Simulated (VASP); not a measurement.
# K3HF4 (Immm) in VASP: single point with PBE

Aim: the single point of K3HF4 with PBE.

Everything below comes from runs of VASP 6.6.1. Logs are shortened: lines on timing, memory, paths and dates and some standing lists are left out, and cuts for length are marked.

## Step 1: The cell of the first run

Symmetry: Immm, No. 71, orthorhombic system. Conventional cell: a = 3.814 Å, b = 5.929 Å, c = 11.536 Å, α = 90.00°, β = 90.00°, γ = 90.00°. K (site symmetry mmm) has 8 F at 2.84 Å and 4 H at 3.52 Å within 3.7 Å. K (site symmetry mm2) has 6 F at 2.58 to 2.70 Å and 2 H at 3.09 Å within 3.4 Å. Within 2.3 Å of H (site symmetry mmm) lie 4 F at 1.76 Å. F (site symmetry m) has 1 H at 1.76 Å within 2.3 Å.

## Step 2: Single point, PBE

File INCAR:

```
SYSTEM = K3HF4
ALGO     = Normal         ! electronic algorithm
EDIFF    = 1E-7           ! SCF threshold, eV
ENCUT    = 520            ! plane-wave cutoff, eV
GGA      = PE             ! functional
ISIF     = 2              ! what is computed and relaxed
ISMEAR   = 0              ! smearing method
LASPH    = .TRUE.         ! aspherical terms in the spheres
LCHARG   = .FALSE.        ! write CHGCAR
LREAL    = .FALSE.        ! projectors in reciprocal space
LWAVE    = .FALSE.        ! write WAVECAR
NBANDS   = 38             ! bands
NELM     = 100            ! most SCF steps
PREC     = Accurate       ! precision mode
SIGMA    = 0.15           ! smearing width, eV
```

File KPOINTS:

```
k-points
0
G
  4 4 4
  0 0 0
```

File POSCAR:

```
K3HF4
1.0
   -1.9070182660      2.9644813675      5.7678430088
    1.9070182660     -2.9644813675      5.7678430088
    1.9070182660      2.9644813675     -5.7678430088
K H F
3 1 4
Direct
    0.5000000000      0.5000000000      0.0000000000
    0.7886934333      0.2886934333      0.5000000000
    0.2113065667      0.7113065667      0.5000000000
    0.0000000000      0.0000000000      0.0000000000
    0.1058095916      0.8931316837      0.2126779079
    0.8941904084      0.1068683163      0.7873220921
    0.3195462241      0.1068683163      0.2126779079
    0.6804537759      0.8931316837      0.7873220921
```

Potentials or basis: VASP PAW PBE potentials, release 64 (K_sv, H, F).

On the command line:

```sh
$ cat potpaw_PBE.64/K_sv/POTCAR potpaw_PBE.64/H/POTCAR potpaw_PBE.64/F/POTCAR > POTCAR
$ mpirun -np 1 vasp_std > vasp.out
```

OUTCAR:

```text
SYSTEM = K3HF4
   EDIFF = 1E-7
   ENCUT = 520
   GGA = PE
   ISIF = 2
   ISMEAR = 0
   LASPH = .TRUE.
   LREAL = .FALSE.
   NELM = 100
   PREC = Accurate

 ion  position               nearest neighbor table
   1  0.500  0.500  0.000-   8 2.84   7 2.84   5 2.84   6 2.84   6 2.84   5 2.84   8 2.84   7 2.84

   2  0.789  0.289  0.500-   8 2.58   5 2.58   5 2.58   8 2.58   6 2.70   7 2.70   3 3.64   3 3.64
                             3 3.64   3 3.64
   3  0.211  0.711  0.500-   7 2.58   6 2.58   6 2.58   7 2.58   5 2.70   8 2.70   2 3.64   2 3.64
                             2 3.64   2 3.64
   4  0.000  0.000  0.000-
   5  0.106  0.893  0.213-   2 2.58   2 2.58   3 2.70   1 2.84   1 2.84
   6  0.894  0.107  0.787-   3 2.58   3 2.58   2 2.70   1 2.84   1 2.84
   7  0.320  0.107  0.213-   3 2.58   3 2.58   2 2.70   1 2.84   1 2.84
   8  0.680  0.893  0.787-   2 2.58   2 2.58   3 2.70   1 2.84   1 2.84

  LATTYP: Found a body centered orthorhombic cell.
 ALAT       =     3.8140365320
 B/A-ratio  =     1.5545112600
 C/A-ratio  =     3.0245347471

  Lattice vectors:

 A1 = (  -1.9070182660,   2.9644813675,   5.7678430088)
 A2 = (   1.9070182660,  -2.9644813675,   5.7678430088)
 A3 = (   1.9070182660,   2.9644813675,  -5.7678430088)

Analysis of symmetry for initial positions (statically):
=====================================================================
 Subroutine PRICEL returns:
 Original cell was already a primitive cell.

 Routine SETGRP: Setting up the symmetry group for a
 body centered orthorhombic supercell.

 Subroutine GETGRP returns: Found  8 space group operations
 (whereof  8 operations were pure point group operations)
 out of a pool of  8 trial point group operations.

The static configuration has the point symmetry D_2h.

Analysis of symmetry for dynamics (positions and initial velocities):
=====================================================================
 Subroutine PRICEL returns:
 Original cell was already a primitive cell.

 Routine SETGRP: Setting up the symmetry group for a
 body centered orthorhombic supercell.

 Subroutine GETGRP returns: Found  8 space group operations
 (whereof  8 operations were pure point group operations)
 out of a pool of  8 trial point group operations.

The dynamic configuration has the point symmetry D_2h.

 Subroutine INISYM returns: Found  8 space group operations
 (whereof  8 operations are pure point group operations),
 and found     1 'primitive' translations

----------------------------------------------------------------------------------------

                                     Primitive cell

  volume of cell :     130.4299

  direct lattice vectors                    reciprocal lattice vectors
    -1.907018266  2.964481367  5.767843009     0.000000000  0.168663566  0.086687519
     1.907018266 -2.964481367  5.767843009     0.262189413  0.000000000  0.086687519
     1.907018266  2.964481367 -5.767843009     0.262189413  0.168663566  0.000000000

  length of vectors
     6.759650984  6.759650984  6.759650984     0.189636823  0.276148537  0.311754209

  position of ions in fractional coordinates (direct lattice)
     0.500000000  0.500000000  0.000000000
     0.788693433  0.288693433  0.500000000
     0.211306567  0.711306567  0.500000000
     0.000000000  0.000000000  0.000000000
     0.105809592  0.893131684  0.212677908
     0.894190408  0.106868316  0.787322092
     0.319546224  0.106868316  0.212677908
     0.680453776  0.893131684  0.787322092

  ion indices of the primitive-cell ions
   primitive index   ion index
                 1           1
                 2           2
                 3           3
                 4           4
                 5           5
                 6           6
                 7           7
                 8           8

----------------------------------------------------------------------------------------

 KPOINTS: k-points

Automatic generation of k-mesh.
 Grid dimensions read from file:
 generate k-points for:    4    4    4

 Generating k-lattice:

  Cartesian coordinates                     Fractional coordinates (reciprocal lattice)
     0.000000000  0.042165892  0.021671880     0.250000000  0.000000000  0.000000000
     0.065547353  0.000000000  0.021671880    -0.000000000  0.250000000  0.000000000
     0.065547353  0.042165892  0.000000000    -0.000000000  0.000000000  0.250000000

  Length of vectors
     0.047409206  0.069037134  0.077938552

  Shift w.r.t. Gamma in fractional coordinates (k-lattice)
     0.000000000  0.000000000  0.000000000

 Subroutine IBZKPT returns following result:
 ===========================================

 Found     18 irreducible k-points:

 Following reciprocal coordinates:
            Coordinates               Weight
  0.000000  0.000000  0.000000      1.000000
  0.250000  0.000000 -0.000000      4.000000
  0.500000  0.000000 -0.000000      2.000000
  0.000000  0.250000 -0.000000      4.000000
  0.250000  0.250000 -0.000000      8.000000
  0.500000  0.250000 -0.000000      8.000000
[... 10 lines left out ...]
 -0.250000 -0.250000  0.250000      2.000000
  0.500000  0.500000  0.500000      1.000000
   k-points           NKPTS =     18   k-points in BZ     NKDIM =     18   number of bands    NBANDS=     38
   number of dos      NEDOS =    301   number of ions     NIONS =      8
   total plane-waves  NPLWV = 125000
   dimension x,y,z NGX =    50 NGY =   50 NGZ =   50
   dimension x,y,z NGXF=   100 NGYF=  100 NGZF=  100
   ions per type =               3   1   4
   NGX,Y,Z   is equivalent  to a cutoff of  12.30, 12.30, 12.30 a.u.
   NGXF,Y,Z  is equivalent  to a cutoff of  24.59, 24.59, 24.59 a.u.
 SYSTEM =  K3HF4
   PREC   = accura    normal or accurate (medium, high low for compatibility)
   ISTART =      0    job   : 0-new  1-cont  2-samecut
   ICHARG =      2    charge: 1-file 2-atom 10-const
   ISPIN  =      1    spin polarized calculation?
   LNONCOLLINEAR =      F non collinear calculations
   LSORBIT =      F    spin-orbit coupling
   LASPH  =      T    aspherical Exc in radial PAW
   ENCUT  =  520.0 eV  38.22 Ry    6.18 a.u.  12.57 12.57 12.57*2*pi/ulx,y,z
   NELM   =    100;   NELMIN=  2; NELMDL= -5     # of ELM steps
   EDIFF  = 0.1E-06   stopping-criterion for ELM
   LREAL  =      F    real-space projection
   EDIFFG = 0.1E-05   stopping-criterion for IOM
   NSW    =      0    number of steps for IOM
   IBRION =     -1    ionic relax: 0-MD 1-quasi-New 2-CG
   NFREE  =      0    steps in history (QN), initial steepest desc. (CG)
   ISIF   =      2    stress and relaxation
   ISYM   =      2    0-nonsym 1-usesym 2-fastsym
   POTIM  = 0.5000    time-step for ionic-motion
   TEBEG  =    0.0;   TEEND  =   0.0 temperature during run
   PSTRESS=    0.0 pullay stress
   NELECT =      56.0000    total number of electrons
   NUPDOWN=      -1.0000    fix difference up-down
   EMIN   =  10.00;   EMAX   =-10.00  energy-range for DOS
   EFERMI =   0.00;   METHOD = LEGACY
   ISMEAR =     0;   SIGMA  =   0.15  broadening in eV -4-tet -1-fermi 0-gaus
   EFERMI_NEDOS =   21; number of points for ismear=-14 and -15
   IALGO  =     38    algorithm
   IMIX   =      4    mixing-type and parameters
     AMIX     =   0.40;   BMIX     =  1.00
     AMIX_MAG =   1.60;   BMIX_MAG =  1.00
  volume/ion in A,a.u.               =      16.30       110.02
  Fermi-wavevector in a.u.,A,eV,Ry     =   1.235033  2.333874 20.753050  1.525306
  Thomas-Fermi vector in A             =   2.369699
   LORBIT       =      0    0 simple, 1 ext, 2 COOP (PROOUT), +10 PAW based schemes
   GGA     = PE    functional components
   LHFCALC =     F    Hartree Fock is set to
   AEXX    =    0.0000 exact exchange contribution
   IVDW    =     0    specifies the selected vdW correction
   LEPSILON=     F    determine dielectric tensor
   LRPA    =     F    only Hartree local field effects (RPA)
 non-spin polarized calculation
 Gauss-broadening in eV      SIGMA  =   0.15
  energy-cutoff  :      520.00
  volume of cell :      130.43
 maximum number of plane-waves:      3541
   NGX = 25   NGY = 25   NGZ = 25

 number of electron      55.9999997 magnetization

 Free energy of the ion-electron system (eV)
  ---------------------------------------------------
  ext. energy  EPLUGINS =         0.00000000
  ---------------------------------------------------
  free energy    TOTEN  =       -30.28161601 eV

  energy without entropy =      -30.28161601  energy(sigma->0) =      -30.28161601

 E-fermi :  -1.3171     XC(G=0):  -8.4786

 val. band max:       -2.0688701531   @ k =   0.0000   0.0000   0.0000
 cond. band min:       1.8471332781   @ k =   0.0000   0.0000   0.0000
 fundamental gap:      3.9160034312
 Fermi energy:        -1.3170967150

 k-point     1 :       0.0000    0.0000    0.0000
  band No.  band energies     occupation
      1     -29.0340      2.00000
      2     -28.9491      2.00000
      3     -28.8810      2.00000
      4     -21.9077      2.00000
      5     -21.6261      2.00000
      6     -21.6198      2.00000
[... 30 lines left out ...]
     37       8.6075      0.00000
     38       8.6919      0.00000

 k-point     2 :       0.2500    0.0000   -0.0000
  band No.  band energies     occupation
      1     -29.0255      2.00000
      2     -28.9449      2.00000
      3     -28.8939      2.00000
      4     -21.9235      2.00000
      5     -21.6294      2.00000
      6     -21.5993      2.00000
[... 30 lines left out ...]
     37       8.5424      0.00000
     38       8.6726      0.00000
[... 613 lines left out ...]
     37       8.7207      0.00000
     38       8.7530      0.00000

 k-point    18 :       0.5000    0.5000    0.5000
  band No.  band energies     occupation
      1     -29.0149      2.00000
      2     -28.9675      2.00000
      3     -28.8816      2.00000
      4     -21.9655      2.00000
      5     -21.6554      2.00000
      6     -21.5654      2.00000
[... 30 lines left out ...]
     37       8.7497      0.00000
     38       8.9217      0.00000

------------------------ aborting loop because EDIFF is reached ----------------------------------------

  FORCE on cell =-STRESS in cart. coord.  units (eV):
  Direction    XX          YY          ZZ          XY          YZ          ZX
  --------------------------------------------------------------------------------------
  -------------------------------------------------------------------------------------
  Total        0.0178622     -0.1381364     -0.0310202      0.0000000      0.0000000      0.0000000
  in kB        0.2194165     -1.6968429     -0.3810466      0.0000000      0.0000000      0.0000000
  external PRESSURE =      -0.6194910 kB  Pullay stress =       0.0000000 kB

 VOLUME and BASIS-vectors are now :
 -----------------------------------------------------------------------------
  energy-cutoff  :      520.00
  volume of cell :      130.43
      direct lattice vectors                 reciprocal lattice vectors
    -1.907018266  2.964481367  5.767843009     0.000000000  0.168663566  0.086687519
     1.907018266 -2.964481367  5.767843009     0.262189413  0.000000000  0.086687519
     1.907018266  2.964481367 -5.767843009     0.262189413  0.168663566  0.000000000

 POSITION                                       TOTAL-FORCE (eV/Angst)
 -----------------------------------------------------------------------------------
      0.00000      0.00000      5.76784        -0.000000      0.000000     -0.000000
      0.00000      2.96448      3.33028        -0.000000      0.000000      0.020089
      1.90702      0.00000      2.43757         0.000000      0.000000     -0.020089
      0.00000      0.00000      0.00000        -0.000000     -0.000000     -0.000000
      1.90702     -1.70352      4.53504         0.000000      0.015782     -0.016651
      0.00000      4.66800      1.23280        -0.000000     -0.015782      0.016651
      0.00000      1.26096      1.23280         0.000000      0.015782      0.016651
      1.90702      1.70352      4.53504        -0.000000     -0.015782     -0.016651
 -----------------------------------------------------------------------------------
    total drift:                                0.000000      0.000000     -0.000000

  FREE ENERGIE OF THE ION-ELECTRON SYSTEM (eV)
  ---------------------------------------------------
  free  energy   TOTEN  =       -30.2816160075 eV

  energy  without entropy=      -30.2816160075  energy(sigma->0) =      -30.28161601
```

It took 80 s on 1 thread of Intel Xeon 6975P-C (Granite Rapids), shared host; peak memory 0.37 GiB.

What came out:

| Property | Result |
| --- | --- |
| Free energy | -30.2816 eV |
| Pressure | -0.1 GPa |
| Largest force | 0.023 eV/Å |
| Band gap on the k mesh | 3.92 eV, direct |

Forces on the atoms (eV/Å):
```
K    0.000  0.000  0.000
K    0.000  0.000  0.020
K    0.000  0.000 -0.020
H    0.000  0.000  0.000
F    0.000  0.016 -0.017
F    0.000 -0.016  0.017
F    0.000  0.016  0.017
F    0.000 -0.016 -0.017
```

Levels at points of the mesh, in eV from the valence-band top:
| k point | band 25 | band 26 | band 27 | band 28 | band 29 | band 30 | band 31 | band 32 |
| --- | --- | --- | --- | --- | --- | --- | --- | --- |
| (0.00, 0.00, 0.00) | -0.44 | -0.40 | -0.32 | 0.00 | 3.92 | 6.72 | 7.83 | 9.13 |
| (0.50, 0.00, 0.00) | -0.84 | -0.54 | -0.54 | -0.10 | 4.76 | 6.83 | 7.77 | 8.58 |
| (0.00, 0.50, 0.00) | -0.42 | -0.38 | -0.35 | -0.07 | 5.10 | 7.03 | 7.75 | 8.15 |
| (0.50, 0.50, 0.00) | -0.62 | -0.54 | -0.33 | -0.25 | 5.24 | 7.54 | 8.49 | 8.66 |
| (0.50, 0.50, 0.50) | -0.72 | -0.36 | -0.35 | -0.01 | 4.74 | 6.67 | 7.15 | 8.68 |

Caveat: the k points lie up to 0.49 Å⁻¹ apart.
